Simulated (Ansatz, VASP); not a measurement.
**Two plane-wave programs on MgH2**

```
Mg H
1.0
     3.01373    0.00000    0.00000
    -1.50687    2.60997    0.00000
     0.00000    0.00000    4.60691
Mg H
1 2
Direct
  0.00000 0.00000 0.00000
  0.66667 0.33333 0.79822
  0.33333 0.66667 0.20178
```

Change from the starting cell: species swapped into the CrSe2 type (P-3m1, No. 164).

Alike in both runs: task single point; functional PBE; k mesh 6 × 6 × 4; occupations gaussian, width 0.1 eV; no spin polarisation.

```csv
,VASP,Ansatz
version,VASP 6.6.1,Ansatz 0.2.0
potentials or method,"VASP PAW PBE potentials, release 64 (Mg, H), cutoff 600 eV","scalar-relativistic, plane waves, PAW"
valence electrons in the cell,4,12
```

```tsv
	VASP	Ansatz	Ansatz less VASP
gap on the k mesh at the Fermi level (eV)	4.38	4.39	+0.004
least direct gap on the mesh (eV)	5.13	5.14	+0.005
pressure (GPa)	0.2	0.4	+0.15
traceless stress, the component that is largest in VASP (GPa)	0.29	0.20	-0.100
```

VASP's potentials hold 4 valence electrons a cell and Ansatz's 12, so a difference there can come from the potentials and not from the codes.
